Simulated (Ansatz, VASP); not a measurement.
# KF: VASP beside Ansatz

The input INCAR:

```
SYSTEM = KF
ALGO = Normal ; EDIFF = 1E-6
ENCUT = 600 ; GGA = PE
GGA_COMPAT = .False. ; ISIF = 2
ISMEAR = 0 ; LASPH = .True.
LCHARG = .True. ; LELF = .True.
LREAL = .False. ; LVHAR = .True.
LWAVE = .False. ; NBANDS = 15
NELM = 120 ; PREC = Accurate
SIGMA = 0.01
```

KPOINTS

```
k-points
0
Gamma
  4 4 4
  0 0 0
```

Contents of POSCAR:

```
KF
1.0
    3.7785670000      0.0000000000      0.0000000000
    1.8892835000      3.2723350119      0.0000000000
    1.8892835000      1.0907783373      3.0851870363
K F
1 1
Direct
    0.0000000000      0.0000000000      0.0000000000
    0.5000000000      0.5000000000      0.5000000000
```

Input for Ansatz:

```yaml
crystal:
  lattice:
    a: 3.778567
    b: 3.778567
    c: 3.778567
    alpha: 60.0
    beta: 60.0
    gamma: 60.0
  atoms:
    - { symbol: K, position: [0.0, 0.0, 0.0] }
    - { symbol: F, position: [0.5, 0.5, 0.5] }
basis:
  ecutwfc: 450.0
kpoints:
  mp_grid:
    grid: [4, 4, 4]
    shift: [0.0, 0.0, 0.0]
hamiltonian:
  xc: pbe
scf:
  convergence:
    dr2_threshold: 1.0e-10
  occupations:
    method: fixed
output:
  eigenvalues: true
```

Alike in both runs: task single point; functional PBE; k mesh 4 × 4 × 4; no spin polarisation.

|  | VASP | Ansatz |
| --- | --- | --- |
| version | VASP 6.6.1 | Ansatz 0.2.0 |
| potentials or method | VASP PAW PBE potentials, release 64 (K_sv, F), cutoff 600 eV | plane waves, PAW |
| occupations | gaussian, width 0.01 eV | fixed |
| valence electrons in the cell | 16 | 16 |

|  | VASP | Ansatz | Ansatz less VASP |
| --- | --- | --- | --- |
| gap on the k mesh at the Fermi level (eV) | 6.17 | 6.18 | +0.014 |

The k mesh is coarse, so the values compare programs but aren't converged.
